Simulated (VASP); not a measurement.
# H3CCl in VASP: a series of runs

H3CCl is run at these levels: PBE; tasks: single point.

Program: VASP 6.6.1. These are calculated values, not measurements. Logs are shortened: lines on timing, memory, paths and dates and some standing lists are left out, and cuts for length are marked.

## Step 1: The cell of the first run

The cell holds an amorphous packing of atoms, 30 atoms: a = 8.203 Å, b = 8.203 Å, c = 8.203 Å, α = 90.00°, β = 90.00°, γ = 90.00°.

## Step 2: Single point, PBE

The input, INCAR:

```
PREC = Accurate ; ENCUT = 520
EDIFF = 1E-6 ; ISMEAR = -1
SIGMA = 0.02 ; LREAL = Auto
LASPH = T ; NELM = 80
ALGO = Normal ; ISIF = 2
LWAVE = F ; LCHARG = T
GGA = PE ; LELF = T
LVHAR = T ; NBANDS = 63
```

The input, KPOINTS:

```
Automatic mesh
0
Gamma
  1 1 1
```

The input, POSCAR:

```
H3CCl
1.0
    8.2031320000      0.0000000000      0.0000000000
    0.0000000000      8.2031320000      0.0000000000
    0.0000000000      0.0000000000      8.2031320000
C Cl H
6 6 18
Direct
    0.2095906783      1.0630695690      0.6242615625
    0.6407918341      0.5945412069      0.1289141757
    0.2684706280      0.2163563868      0.2017522088
    0.9630589877      0.5140963232      0.8090324525
    0.7813479047      0.9246590205      0.5934684460
    0.1998748771      0.6890295073      0.2782839530
    0.1962908801      0.9284136839      0.7915391341
    0.8288907213      0.4806456851      0.2209034305
    0.0964265844      0.0933545870      0.2576942563
    0.7726439121      0.4928971032      0.7228336689
    0.8325844324      1.1181704744      0.6770828508
    0.2245361893      0.5864345472      0.4735752149
    0.1427259734      1.1939098383      0.6391826927
    0.3475257987      1.0870725962      0.6500200167
    0.1629865276      1.0039336195      0.5154372744
    0.6436200222      0.5659179933     -0.0015603796
    0.5432924888      0.5113778493      0.1679602376
    0.6430104989      0.7322203276      0.1626939564
    0.2115655337      0.3418084702      0.1799068941
    0.3645558794      0.2259380929      0.3005559340
    0.3180370619      0.1506619667      0.1071298133
    1.0356288305      0.4690403617      0.7019270201
    1.0117842795      0.6374028847      0.8216861560
    0.9810399248      0.4411485759      0.9107984609
    0.7206028137      0.9414087205      0.4606045593
    0.8858080060      0.8366438575      0.5993442505
    0.6815567517      0.8648647858      0.6698539046
    0.0843336423      0.6611864834      0.2294733280
    0.2183312423      0.8214423467      0.2795883328
    0.2963380328      0.6313198422      0.2005331622
```

Potentials or basis: VASP PAW PBE potentials, release 64 (C, Cl, H).

Started as:

```sh
cat potpaw_PBE.64/C/POTCAR potpaw_PBE.64/Cl/POTCAR potpaw_PBE.64/H/POTCAR > POTCAR
mpirun -np 1 vasp_gam > vasp.out
```

OUTCAR:

```text
PREC = Accurate
   ENCUT = 520
   EDIFF = 1E-6
   ISMEAR = -1
   LREAL = Auto
   LASPH = T
   NELM = 80
   ISIF = 2
   GGA = PE

 ion  position               nearest neighbor table
   1  0.210  0.063  0.624-  15 1.09  14 1.17  13 1.21   7 1.76
   2  0.641  0.595  0.129-  16 1.10  17 1.10  18 1.16   8 1.96
   3  0.268  0.216  0.202-  21 1.03  20 1.13  19 1.14   9 1.79
   4  0.963  0.514  0.809-  24 1.04  23 1.09  22 1.12  10 1.72
   5  0.781  0.925  0.593-  26 1.12  27 1.14  25 1.21  11 1.78
   6  0.200  0.689  0.278-  28 1.05  29 1.10  30 1.12  12 1.82
   7  0.196  0.928  0.792-   1 1.76
   8  0.829  0.481  0.221-   2 1.96
   9  0.096  0.093  0.258-   3 1.79
  10  0.773  0.493  0.723-   4 1.72
  11  0.833  0.118  0.677-   5 1.78
  12  0.225  0.586  0.474-   6 1.82
[... 16 lines left out ...]
  29  0.218  0.821  0.280-   6 1.10
  30  0.296  0.631  0.201-   6 1.12

  LATTYP: Found a simple cubic cell.
 ALAT       =     8.2031320000

  Lattice vectors:

 A1 = (   8.2031320000,   0.0000000000,   0.0000000000)
 A2 = (   0.0000000000,   8.2031320000,   0.0000000000)
 A3 = (   0.0000000000,   0.0000000000,   8.2031320000)

Analysis of symmetry for initial positions (statically):
=====================================================================
 Subroutine PRICEL returns:
 Original cell was already a primitive cell.

 Routine SETGRP: Setting up the symmetry group for a
 simple cubic supercell.

 Subroutine GETGRP returns: Found  1 space group operations
 (whereof  1 operations were pure point group operations)
 out of a pool of 48 trial point group operations.

The static configuration has the point symmetry C_1 .

Analysis of symmetry for dynamics (positions and initial velocities):
=====================================================================
 Subroutine PRICEL returns:
 Original cell was already a primitive cell.

 Routine SETGRP: Setting up the symmetry group for a
 simple cubic supercell.

 Subroutine GETGRP returns: Found  1 space group operations
 (whereof  1 operations were pure point group operations)
 out of a pool of 48 trial point group operations.

The dynamic configuration has the point symmetry C_1 .

 Subroutine INISYM returns: Found  1 space group operations
 (whereof  1 operations are pure point group operations),
 and found     1 'primitive' translations

----------------------------------------------------------------------------------------

                                     Primitive cell

  volume of cell :     552.0000

  direct lattice vectors                    reciprocal lattice vectors
     8.203132000  0.000000000  0.000000000     0.121904658  0.000000000  0.000000000
     0.000000000  8.203132000  0.000000000     0.000000000  0.121904658  0.000000000
     0.000000000  0.000000000  8.203132000     0.000000000  0.000000000  0.121904658

  length of vectors
     8.203132000  8.203132000  8.203132000     0.121904658  0.121904658  0.121904658

  position of ions in fractional coordinates (direct lattice)
     0.209590678  0.063069569  0.624261563
     0.640791834  0.594541207  0.128914176
     0.268470628  0.216356387  0.201752209
     0.963058988  0.514096323  0.809032452
     0.781347905  0.924659021  0.593468446
     0.199874877  0.689029507  0.278283953
[... 22 lines left out ...]
     0.218331242  0.821442347  0.279588333
     0.296338033  0.631319842  0.200533162

  ion indices of the primitive-cell ions
   primitive index   ion index
                 1           1
                 2           2
                 3           3
                 4           4
                 5           5
                 6           6
[... 22 lines left out ...]
                29          29
                30          30

----------------------------------------------------------------------------------------

 KPOINTS: Automatic mesh

Automatic generation of k-mesh.
 Grid dimensions read from file:
 generate k-points for:    1    1    1

 Generating k-lattice:

  Cartesian coordinates                     Fractional coordinates (reciprocal lattice)
     0.121904658  0.000000000  0.000000000     1.000000000  0.000000000  0.000000000
     0.000000000  0.121904658  0.000000000     0.000000000  1.000000000  0.000000000
     0.000000000  0.000000000  0.121904658     0.000000000  0.000000000  1.000000000

  Length of vectors
     0.121904658  0.121904658  0.121904658

  Shift w.r.t. Gamma in fractional coordinates (k-lattice)
     0.000000000  0.000000000  0.000000000

 Subroutine IBZKPT returns following result:
 ===========================================

 Found      1 irreducible k-points:

 Following reciprocal coordinates:
            Coordinates               Weight
  0.000000  0.000000  0.000000      1.000000
   k-points           NKPTS =      1   k-points in BZ     NKDIM =      1   number of bands    NBANDS=     63
   number of dos      NEDOS =    301   number of ions     NIONS =     30
   total plane-waves  NPLWV = 262144
[... 4 lines left out ...]
   NGXF,Y,Z  is equivalent  to a cutoff of  25.94, 25.94, 25.94 a.u.
 SYSTEM =  unknown system
   PREC   = accura    normal or accurate (medium, high low for compatibility)
   ISTART =      0    job   : 0-new  1-cont  2-samecut
   ICHARG =      2    charge: 1-file 2-atom 10-const
   ISPIN  =      1    spin polarized calculation?
   LNONCOLLINEAR =      F non collinear calculations
   LSORBIT =      F    spin-orbit coupling
   LASPH  =      T    aspherical Exc in radial PAW
   ENCUT  =  520.0 eV  38.22 Ry    6.18 a.u.  15.25 15.25 15.25*2*pi/ulx,y,z
   NELM   =     80;   NELMIN=  2; NELMDL= -5     # of ELM steps
   EDIFF  = 0.1E-05   stopping-criterion for ELM
   LREAL  =      T    real-space projection
   EDIFFG = 0.1E-04   stopping-criterion for IOM
   NSW    =      0    number of steps for IOM
   IBRION =     -1    ionic relax: 0-MD 1-quasi-New 2-CG
   NFREE  =      0    steps in history (QN), initial steepest desc. (CG)
   ISIF   =      2    stress and relaxation
   ISYM   =      2    0-nonsym 1-usesym 2-fastsym
   POTIM  = 0.5000    time-step for ionic-motion
   TEBEG  =    0.0;   TEEND  =   0.0 temperature during run
   PSTRESS=    0.0 pullay stress
   NELECT =      84.0000    total number of electrons
   NUPDOWN=      -1.0000    fix difference up-down
   EMIN   =  10.00;   EMAX   =-10.00  energy-range for DOS
   EFERMI =   0.00;   METHOD = LEGACY
   ISMEAR =    -1;   SIGMA  =   0.02  broadening in eV -4-tet -1-fermi 0-gaus
   EFERMI_NEDOS =   21; number of points for ismear=-14 and -15
   IALGO  =     38    algorithm
   IMIX   =      4    mixing-type and parameters
     AMIX     =   0.40;   BMIX     =  1.00
     AMIX_MAG =   1.60;   BMIX_MAG =  1.00
  volume/ion in A,a.u.               =      18.40       124.17
  Fermi-wavevector in a.u.,A,eV,Ry     =   0.874020  1.651659 10.393649  0.763912
  Thomas-Fermi vector in A             =   1.993493
   LORBIT       =      0    0 simple, 1 ext, 2 COOP (PROOUT), +10 PAW based schemes
   GGA     = PE    functional components
   LHFCALC =     F    Hartree Fock is set to
   AEXX    =    0.0000 exact exchange contribution
   IVDW    =     0    specifies the selected vdW correction
   LEPSILON=     F    determine dielectric tensor
   LRPA    =     F    only Hartree local field effects (RPA)
 non-spin polarized calculation
  energy-cutoff  :      520.00
  volume of cell :      552.00
 maximum number of plane-waves:      7398
 NGX is ok and might be reduce to    64
   NGX = 31   NGY = 31   NGZ = 31

 number of electron      83.9999998 magnetization

 Free energy of the ion-electron system (eV)
  ---------------------------------------------------
  ext. energy  EPLUGINS =         0.00000000
  ---------------------------------------------------
  free energy    TOTEN  =      -132.44500121 eV

  energy without entropy =     -132.44500121  energy(sigma->0) =     -132.44500121

 E-fermi :  -2.6480     XC(G=0):  -5.8357

 val. band max:       -3.1713691257   @ k =   0.0000   0.0000   0.0000
 cond. band min:       1.3381619881   @ k =   0.0000   0.0000   0.0000
 fundamental gap:      4.5095311139
 Fermi energy:        -2.6480213781

 k-point     1 :       0.0000    0.0000    0.0000
  band No.  band energies     occupation
      1     -18.4023      2.00000
      2     -18.3370      2.00000
      3     -18.0530      2.00000
      4     -17.9261      2.00000
      5     -17.7277      2.00000
      6     -17.3301      2.00000
[... 46 lines left out ...]
     53       4.1811      0.00000
     54       4.2548      0.00000
 [bands above 54 left out]

------------------------ aborting loop because EDIFF is reached ----------------------------------------

  FORCE on cell =-STRESS in cart. coord.  units (eV):
  Direction    XX          YY          ZZ          XY          YZ          ZX
  --------------------------------------------------------------------------------------
  -------------------------------------------------------------------------------------
  Total       -1.6501212     -6.4319907      2.2171995      3.2570245     -0.0602617     -5.2954877
  in kB       -4.7894687    -18.6688209      6.4354106      9.4534972     -0.1749092    -15.3701266
  external PRESSURE =      -5.6742930 kB  Pullay stress =       0.0000000 kB

 VOLUME and BASIS-vectors are now :
 -----------------------------------------------------------------------------
  energy-cutoff  :      520.00
  volume of cell :      552.00
      direct lattice vectors                 reciprocal lattice vectors
     8.203132000  0.000000000  0.000000000     0.121904658  0.000000000  0.000000000
     0.000000000  8.203132000  0.000000000     0.000000000  0.121904658  0.000000000
     0.000000000  0.000000000  8.203132000     0.000000000  0.000000000  0.121904658

 POSITION                                       TOTAL-FORCE (eV/Angst)
 -----------------------------------------------------------------------------------
      1.71930      0.51737      5.12090         1.722112      3.056591      1.572601
      5.25650      4.87710      1.05750         1.158393     -0.461394      0.464207
      2.20230      1.77480      1.65500        -1.000661      2.048047      2.543366
      7.90010      4.21720      6.63660         1.968351      0.492219     -3.113098
      6.40950      7.58510      4.86830        -1.861260     -1.049292     -1.104076
      1.63960      5.65220      2.28280         2.212054     -0.648320     -0.085806
[... 22 lines left out ...]
      1.79100      6.73840      2.29350         0.055152     -0.164649      0.539137
      2.43090      5.17880      1.64500        -0.556398      0.439258      0.240414
 -----------------------------------------------------------------------------------
    total drift:                                0.004597     -0.002077      0.003586

  FREE ENERGIE OF THE ION-ELECTRON SYSTEM (eV)
  ---------------------------------------------------
  free  energy   TOTEN  =      -132.4450012106 eV

  energy  without entropy=     -132.4450012105  energy(sigma->0) =     -132.44500121
```

It took 2.9 min on 1 thread of AMD EPYC 7R13 (Zen 3), shared host; peak memory 0.49 GiB.

What came out:

```
Free energy            : -132.4450 eV
Pressure               : -0.6 GPa
Largest force          : 3.845 eV/Å
Band gap on the k mesh : 4.51 eV
```

Forces in eV/Å, atoms in the order of the input:
```
C    1.722  3.057  1.573
C    1.158 -0.461  0.464
C   -1.001  2.048  2.543
C    1.968  0.492 -3.113
C   -1.861 -1.049 -1.104
C    2.212 -0.648 -0.086
Cl  -0.988 -0.464  0.951
Cl  -1.593  1.138 -0.639
Cl  -0.115  0.152 -0.116
Cl  -1.654  0.523 -0.119
Cl  -0.554 -0.355 -0.121
Cl  -0.140  0.613 -0.506
H    0.981 -2.627  0.080
H   -1.617  0.025 -1.897
H    0.565 -0.006 -0.091
H    0.595  0.613 -0.161
H   -0.164  0.806  0.762
H   -0.127 -2.122 -0.262
H    0.998 -1.247 -0.236
H   -1.043 -0.136 -0.400
H    0.997 -0.591 -2.377
H    0.254 -0.052  1.034
H   -0.649  0.361  0.356
H    0.055 -1.122  1.751
H    1.446 -0.300  2.183
H   -0.411  0.732 -0.410
H    0.829  0.735 -0.510
H   -1.362 -0.387 -0.329
H    0.055 -0.165  0.539
H   -0.556  0.439  0.240
```

Caveat: the k points lie up to 0.77 Å⁻¹ apart.

## Step 3: Single point, PBE

The input, INCAR:

```
SYSTEM = H3CCl
ALGO = Normal
EDIFF = 1E-6
ENCUT = 520
GGA = PE
ISIF = 2
ISMEAR = -1
LASPH = .TRUE.
LCHARG = .FALSE.
LREAL = Auto
LWAVE = .FALSE.
NBANDS = 63
NELM = 100
PREC = Accurate
SIGMA = 0.02
```

The input, KPOINTS:

```
k-points
0
G
  1 1 1
  0 0 0
```

The input, POSCAR:

```
H3CCl
1.0
    8.2031320000      0.0000000000      0.0000000000
    0.0000000000      8.2031320000      0.0000000000
    0.0000000000      0.0000000000      8.2031320000
C Cl H
6 6 18
Direct
    0.2534885456      1.0407244452      0.6775338980
    0.7355361342      0.6622226730      0.2019716372
    0.1695693791      0.1993019252      0.1537949164
    0.9334605368      0.5678806583      0.7516885014
    0.7542606897      0.9338018698      0.5527766712
    0.1922314550      0.6257975612      0.3085772605
    0.1741895656      0.9204411193      0.8576114586
    0.8192602533      0.4878868218      0.2501605484
    0.0560517617      0.0367786353      0.2658131065
    0.7236626206      0.5162906071      0.7429723184
    0.8243192966      1.1108196235      0.6541647751
    0.2913765133      0.5939804455      0.5096955651
    0.1998017343      1.1647746251      0.6876276037
    0.4041748932      1.0508059605      0.7071079680
    0.2254870457      0.9784677365      0.5689899907
    0.6969411196      0.6998790218      0.3148431599
    0.8383627132      0.7481776473      0.1839419383
    0.6424253566      0.6775217076      0.0996082960
    0.1335587432      0.3097353547      0.2063358239
    0.3138679226      0.1964371657      0.1819914637
    0.1393857858      0.1678870948      0.0344502563
    0.9991671474      0.4643226514      0.7461296490
    0.9528068060      0.6548474412      0.6413404051
    0.9567199455      0.6367080281      0.8626705019
    0.8006454120      0.9408113877      0.4160118355
    0.8143718765      0.8252823434      0.6070973867
    0.6188368053      0.9252441628      0.5310898325
    0.1781392766      0.5031370945      0.2700188172
    0.1179915184      0.7326104225      0.3093086884
    0.2855372802      0.6619788637      0.2392744625
```

Potentials or basis: VASP PAW PBE potentials, release 64 (C, Cl, H).

Started as:

```sh
cat potpaw_PBE.64/C/POTCAR potpaw_PBE.64/Cl/POTCAR potpaw_PBE.64/H/POTCAR > POTCAR
mpirun -np 1 vasp_gam > vasp.out
```

Wall time 2.3 min (1 thread of AMD EPYC 7R13 (Zen 3), shared host); peak memory 0.49 GiB.

The run converged. Its results:

```yaml
Free_energy: -131.7578 eV
Pressure: 0.9 GPa
Largest_force: 4.849 eV/Å
Band_gap_on_the_k_mesh: 5.04 eV
```

Forces in eV/Å, atoms in the order of the input:
```
C    3.246  0.993  3.463
C   -0.080  3.490 -2.450
C    3.050 -1.894  2.472
C   -1.875  4.200 -1.329
C    0.556 -0.348 -2.927
C    0.472 -0.849  2.912
Cl   0.433  0.604 -1.294
Cl   1.280 -4.425  0.099
Cl   0.867  0.833 -0.301
Cl  -0.477 -0.122  0.143
Cl  -0.505 -0.032  0.033
Cl  -0.387  0.352 -0.506
H    0.141 -0.672 -0.151
H   -3.343 -0.266 -0.929
H   -0.310 -0.736 -1.116
H   -1.971  1.344  2.005
H   -0.360  0.100 -0.695
H    0.870 -0.676  0.933
H   -1.133  1.388  0.227
H   -2.475 -0.572 -0.599
H   -0.209  0.217 -1.822
H    2.029 -2.886 -0.364
H    0.243 -1.378  1.457
H    0.050  0.043  0.170
H   -0.412  0.016  2.020
H   -0.758  0.446 -0.011
H    0.778  0.119  0.981
H   -1.665 -0.567 -0.324
H   -1.578 -0.111  0.261
H    3.519  1.389 -2.358
```

Stress tensor (GPa, compression positive):
```
-0.41 -1.46 -1.39
-1.46  3.02  1.44
-1.39  1.44  0.08
```

Levels at points of the mesh, in eV from the valence-band top:
| k point | band 39 | band 40 | band 41 | band 42 | band 43 | band 44 | band 45 | band 46 |
| --- | --- | --- | --- | --- | --- | --- | --- | --- |
| (0.00, 0.00, 0.00) | -0.22 | -0.09 | -0.06 | 0.00 | 5.04 | 5.09 | 5.39 | 5.72 |

Caveat: the k points lie up to 0.77 Å⁻¹ apart.

## Step 4: Single point, PBE

The input, INCAR:

```
ALGO = Normal
EDIFF = 1E-6
ENCUT = 520
GGA = PE
ISIF = 2
ISMEAR = -1
LASPH = True
LCHARG = False
LREAL = Auto
LWAVE = False
NBANDS = 63
NELM = 100
PREC = Accurate
SIGMA = 0.02
```

The input, KPOINTS:

```
k-points
0
Gamma
  1 1 1
```

The input, POSCAR:

```
H3CCl
1.0
    8.2031320000      0.0000000000      0.0000000000
    0.0000000000      8.2031320000      0.0000000000
    0.0000000000      0.0000000000      8.2031320000
C Cl H
6 6 18
Direct
    0.2207815259      0.9664723181      0.6380489793
    0.8362293817      0.6315880325      0.1588051978
    0.0819686920      0.1590977690      0.1252570360
    0.9566224218      0.4955911961      0.7674385832
    0.6738523774      0.9289866358      0.5441823928
    0.1757865167      0.6313929850      0.3501589393
    0.1587686264      0.8962674257      0.8230149167
    0.8057044553      0.4338708679      0.2822580449
    0.0347428275     -0.0115199902      0.2567921618
    0.7518347870      0.5361123044      0.7029875906
    0.7977197002      1.0726268942      0.6494836363
    0.3195242988      0.6141434759      0.5227027921
    0.1230627521      0.9723359322      0.5595058083
    0.2865856602      1.0712249906      0.6449122116
    0.2934488924      0.8705577333      0.5845572155
    0.8257455811      0.7011712112      0.2604858730
    0.9708974572      0.6401335490      0.1077637176
    0.7517982156      0.6268703222      0.0474209119
    0.0347306370      0.2586694936      0.1926459308
    0.2220859057      0.1853926037      0.1075686701
    0.0445927239      0.1397393093     -0.0012434275
    1.0236699836      0.6046836745      0.7648298235
    0.9595115622      0.4605923689      0.9097744618
    0.9834170656      0.3998107064      0.6766074226
    0.6286745112      0.9852943973      0.4241794476
    0.7494576462      0.8387406176      0.4973710041
    0.5679172297      0.8790910594      0.6264802273
    0.1705446164      0.4996140499      0.3217795349
    0.0703024162      0.6836413214      0.4013710861
    0.2048607776      0.7244550008      0.2628752043
```

Started as:

```sh
cat potpaw_PBE.64/C/POTCAR potpaw_PBE.64/Cl/POTCAR potpaw_PBE.64/H/POTCAR > POTCAR
mpirun -np 1 vasp_gam > vasp.out
```

Run time: 2.9 min. Hardware: 1 thread of AMD EPYC 7R13 (Zen 3), shared host; peak memory 0.49 GiB.

The run converged. Its results:

```yaml
Free_energy: -132.0452 eV
Pressure: 1.0 GPa
Largest_force: 5.046 eV/Å
Band_gap_on_the_k_mesh: 4.93 eV
```

Forces in eV/Å, atoms in the order of the input:
```
C    0.598 -2.285 -0.518
C    1.775 -3.493 -3.180
C    2.887 -0.220 -0.489
C   -1.298 -1.849  2.013
C   -2.641  1.383 -0.206
C    1.284 -1.280  1.287
Cl  -0.473 -0.520  1.887
Cl   0.146  0.854 -1.153
Cl   0.374  0.411 -0.816
Cl  -0.391  0.382  0.458
Cl  -0.322 -0.028  0.024
Cl   0.091 -0.204 -0.733
H   -2.121  0.716 -1.277
H    1.435  2.773  0.316
H    0.606 -0.007 -0.045
H   -0.873  2.672  1.655
H   -2.006 -0.392  0.945
H    0.489  0.398  1.626
H   -0.776  1.030 -0.001
H   -1.656 -0.891  0.770
H   -0.757 -0.067  0.315
H    0.960  1.209 -0.674
H   -0.224 -0.103 -2.605
H    0.908  0.191  0.827
H   -0.064 -0.099  1.497
H    1.235 -1.889 -0.029
H    1.675  0.778 -1.269
H   -0.505  0.841 -0.719
H   -1.541 -0.188  0.899
H    1.184 -0.120 -0.806
```

Stress tensor (GPa, compression positive):
```
 0.94 -1.08 -0.12
-1.08  2.63  1.62
-0.12  1.62 -0.70
```

Levels at points of the mesh, in eV from the valence-band top:
```csv
k point,band 39,band 40,band 41,band 42,band 43,band 44,band 45,band 46
"(0.00, 0.00, 0.00)",-0.35,-0.20,-0.14,0.00,4.93,5.18,5.37,5.47
```

Caveat: the k points lie up to 0.77 Å⁻¹ apart.
